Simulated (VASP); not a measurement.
# CaF2 (Fm-3m) in VASP: notebook, part 2 of 2

VASP 6.6.1. Earlier steps stand in the parts before.

## Step 3: Single point, PBE (strain -1.0%)

File INCAR:

```
PREC = Accurate
ENCUT = 600
EDIFF = 1E-6
ISMEAR = 0
SIGMA = 0.01
LREAL = F
LASPH = T
NELM = 120
ALGO = Normal
ISIF = 2
LWAVE = F
LCHARG = F
GGA = PE
NBANDS = 19
GGA_COMPAT = F
```

File KPOINTS:

```
regular mesh
0
Gamma
  4 4 4
```

File POSCAR:

```
CaF2
1.0
    0.0000000000      2.6923970441      2.6923970441
    2.6923970441      0.0000000000      2.6923970441
    2.6923970441      2.6923970441      0.0000000000
Ca F
1 2
Direct
    0.0000000000      0.0000000000      0.0000000000
    0.2500000000      0.2500000000      0.2500000000
    0.7500000000      0.7500000000      0.7500000000
```

Potentials or basis: VASP PAW PBE potentials, release 64 (Ca_sv, F).

The run is started by

```console
$ cat potpaw_PBE.64/Ca_sv/POTCAR potpaw_PBE.64/F/POTCAR > POTCAR
$ mpirun -np 1 vasp_std > vasp.out
```

OUTCAR:

```text
PREC = Accurate
   ENCUT = 600
   EDIFF = 1E-6
   ISMEAR = 0
   LREAL = F
   LASPH = T
   NELM = 120
   ISIF = 2
   GGA = PE

 ion  position               nearest neighbor table
   1  0.000  0.000  0.000-   3 2.33   3 2.33   3 2.33   2 2.33   3 2.33   2 2.33   2 2.33   2 2.33

   2  0.250  0.250  0.250-   1 2.33   1 2.33   1 2.33   1 2.33
   3  0.750  0.750  0.750-   1 2.33   1 2.33   1 2.33   1 2.33

  LATTYP: Found a face centered cubic cell.
 ALAT       =     5.3847940882

  Lattice vectors:

 A1 = (   0.0000000000,   2.6923970441,   2.6923970441)
 A2 = (   2.6923970441,   0.0000000000,   2.6923970441)
 A3 = (   2.6923970441,   2.6923970441,   0.0000000000)

Analysis of symmetry for initial positions (statically):
=====================================================================
 Subroutine PRICEL returns:
 Original cell was already a primitive cell.

 Routine SETGRP: Setting up the symmetry group for a
 face centered cubic supercell.

 Subroutine GETGRP returns: Found 48 space group operations
 (whereof 48 operations were pure point group operations)
 out of a pool of 48 trial point group operations.

The static configuration has the point symmetry O_h .

Analysis of symmetry for dynamics (positions and initial velocities):
=====================================================================
 Subroutine PRICEL returns:
 Original cell was already a primitive cell.

 Routine SETGRP: Setting up the symmetry group for a
 face centered cubic supercell.

 Subroutine GETGRP returns: Found 48 space group operations
 (whereof 48 operations were pure point group operations)
 out of a pool of 48 trial point group operations.

The dynamic configuration has the point symmetry O_h .

[... 96 lines left out ...]
   EMIN   =  10.00;   EMAX   =-10.00  energy-range for DOS
   EFERMI =   0.00;   METHOD = LEGACY
   ISMEAR =     0;   SIGMA  =   0.01  broadening in eV -4-tet -1-fermi 0-gaus
   EFERMI_NEDOS =   21; number of points for ismear=-14 and -15
   IALGO  =     38    algorithm
   IMIX   =      4    mixing-type and parameters
     AMIX     =   0.40;   BMIX     =  1.00
     AMIX_MAG =   1.60;   BMIX_MAG =  1.00
  volume/ion in A,a.u.               =      13.01        87.81
  Fermi-wavevector in a.u.,A,eV,Ry     =   1.392076  2.630641 26.366381  1.937874
  Thomas-Fermi vector in A             =   2.515853
   LORBIT       =      0    0 simple, 1 ext, 2 COOP (PROOUT), +10 PAW based schemes
   GGA     = PE    functional components
   LHFCALC =     F    Hartree Fock is set to
   AEXX    =    0.0000 exact exchange contribution
   IVDW    =     0    specifies the selected vdW correction
   LEPSILON=     F    determine dielectric tensor
   LRPA    =     F    only Hartree local field effects (RPA)
 non-spin polarized calculation
 Gauss-broadening in eV      SIGMA  =   0.01
  energy-cutoff  :      600.00
  volume of cell :       39.03
 maximum number of plane-waves:      1316
   NGX = 15   NGY = 15   NGZ = 15

 number of electron      23.9999983 magnetization

 Free energy of the ion-electron system (eV)
  ---------------------------------------------------
  ext. energy  EPLUGINS =         0.00000000
  ---------------------------------------------------
  free energy    TOTEN  =       -17.28203871 eV

  energy without entropy =      -17.28203871  energy(sigma->0) =      -17.28203871

 E-fermi :  -0.5926     XC(G=0):  -9.8454

 val. band max:       -0.7367838925   @ k =   0.5000   0.5000   0.0000
 cond. band min:       6.8003475441   @ k =   0.0000   0.0000   0.0000
 fundamental gap:      7.5371314366
 Fermi energy:        -0.5926225577

 k-point     1 :       0.0000    0.0000    0.0000
  band No.  band energies     occupation
      1     -36.5580      2.00000
      2     -20.7786      2.00000
      3     -19.9404      2.00000
      4     -17.4964      2.00000
      5     -17.4964      2.00000
      6     -17.4964      2.00000
[... 153 lines left out ...]
      6     -17.1348      2.00000
[... 11 lines left out ...]
     18      14.0306      0.00000
     19      15.4038      0.00000

------------------------ aborting loop because EDIFF is reached ----------------------------------------

  FORCE on cell =-STRESS in cart. coord.  units (eV):
  Direction    XX          YY          ZZ          XY          YZ          ZX
  --------------------------------------------------------------------------------------
  -------------------------------------------------------------------------------------
  Total        1.6098292      1.6098292      1.6098292      0.0000000      0.0000000      0.0000000
  in kB       66.0758962     66.0758962     66.0758962      0.0000000      0.0000000      0.0000000
  external PRESSURE =      66.0758962 kB  Pullay stress =       0.0000000 kB

 VOLUME and BASIS-vectors are now :
 -----------------------------------------------------------------------------
  energy-cutoff  :      600.00
  volume of cell :       39.03
      direct lattice vectors                 reciprocal lattice vectors
     0.000000000  2.692397044  2.692397044    -0.185708122  0.185708122  0.185708122
     2.692397044  0.000000000  2.692397044     0.185708122 -0.185708122  0.185708122
     2.692397044  2.692397044  0.000000000     0.185708122  0.185708122 -0.185708122

 POSITION                                       TOTAL-FORCE (eV/Angst)
 -----------------------------------------------------------------------------------
      0.00000      0.00000      0.00000        -0.000000     -0.000000      0.000000
      1.34620      1.34620      1.34620         0.000000      0.000000      0.000000
      4.03860      4.03860      4.03860        -0.000000     -0.000000     -0.000000
 -----------------------------------------------------------------------------------
    total drift:                                0.000000     -0.000000      0.000000

  FREE ENERGIE OF THE ION-ELECTRON SYSTEM (eV)
  ---------------------------------------------------
  free  energy   TOTEN  =       -17.2820387121 eV

  energy  without entropy=      -17.2820387121  energy(sigma->0) =      -17.28203871
```

stdout:

```text
POSCAR found type information on POSCAR CaF
 POSCAR found :  2 types and       3 ions
 scaLAPACK will be used
 LDA part: xc-table for (Slater+PW92), standard interpolation
 POSCAR, INCAR and KPOINTS ok, starting setup
 FFT: planning ... GRIDC
 FFT: planning ... GRID_SOFT
 FFT: planning ... GRID
 WAVECAR not read
 entering main loop
```

Wall time 8.5 s (1 thread of Intel Xeon 6975P-C, shared host); peak memory 0.17 GiB.

Results:

- Free energy: -17.2820 eV
- Pressure: 6.6 GPa
- Band gap on the k mesh: 7.54 eV, indirect (least direct gap 7.80 eV)

Levels at points of the mesh, in eV from the valence-band top:
```tsv
k point	band 9	band 10	band 11	band 12	band 13	band 14	band 15	band 16
(0.00, 0.00, 0.00)	-2.25	-0.26	-0.26	-0.26	7.54	9.33	9.33	11.57
(0.50, 0.00, 0.00)	-1.34	-1.29	-0.86	-0.86	9.57	9.57	10.03	10.95
(0.50, 0.50, 0.00)	-1.70	-0.39	-0.39	0.00	8.24	9.77	10.32	11.16
```

Caveat: the k points lie up to 0.51 Å⁻¹ apart; the cell differs from its parent crystal (strain -1.0%). A k mesh can miss the band edges.

## Step 4: Single point, PBE (strain +1.0%)

File INCAR:

```
PREC = Accurate ; ENCUT = 600
EDIFF = 1E-6 ; ISMEAR = 0
SIGMA = 0.01 ; LREAL = F
LASPH = T ; NELM = 120
ALGO = Normal ; ISIF = 2
LWAVE = F ; LCHARG = F
GGA = PE ; NBANDS = 19
GGA_COMPAT = F
```

File KPOINTS:

```
Automatic mesh
0
Gamma
  4 4 4
```

File POSCAR:

```
CaF2
1.0
    0.0000000000      2.7467889036      2.7467889036
    2.7467889036      0.0000000000      2.7467889036
    2.7467889036      2.7467889036      0.0000000000
Ca F
1 2
Direct
    0.0000000000      0.0000000000      0.0000000000
    0.2500000000      0.2500000000      0.2500000000
    0.7500000000      0.7500000000      0.7500000000
```

The run is started by

```console
$ cat potpaw_PBE.64/Ca_sv/POTCAR potpaw_PBE.64/F/POTCAR > POTCAR
$ mpirun -np 1 vasp_std > vasp.out
```

It took 10 s on 1 thread of Intel Xeon 6975P-C, shared host; peak memory 0.17 GiB.

Results (log left out):

- Free energy: -17.3421 eV
- Pressure: 1.0 GPa
- Band gap on the k mesh: 7.18 eV, indirect (least direct gap 7.43 eV)

Levels at points of the mesh, in eV from the valence-band top:
```
           k point  band 8  band 9  band 10  band 11  band 12  band 13  band 14  band 15  band 16  band 17
(0.00, 0.00, 0.00)   -2.06   -2.06    -0.25    -0.25    -0.25     7.18     9.10     9.10    11.09    11.09
(0.50, 0.00, 0.00)   -1.47   -1.27    -1.22    -0.82    -0.82     9.31     9.31     9.63    10.65    10.83
(0.50, 0.50, 0.00)   -1.62   -1.62    -0.35    -0.35     0.00     8.07     9.42     9.99    10.75    10.75
```

Caveat: the k points lie up to 0.50 Å⁻¹ apart; the cell differs from its parent crystal (strain +1.0%). A k mesh can miss the band edges.

## Step 5: Summary

```csv
cell,gap on the mesh (eV),pressure (GPa)
"a = 3.769 Å, angles 60.0°, 3 atoms",7.73,10.1
"a = 3.808 Å, angles 60.0°, 3 atoms",7.54,6.6
"a = 3.885 Å, angles 60.0°, 3 atoms",7.18,1.0
```

Alike in all rows: task single point; level PBE; potentials or basis VASP PAW PBE potentials, release 64 (Ca_sv, F); no spin polarisation; k mesh 4 × 4 × 4; cutoff (eV) 600; smearing gaussian 0.01 eV.

Caveats: all runs use coarse meshes.

Absolute energies hang on the potentials; compare differences alone.
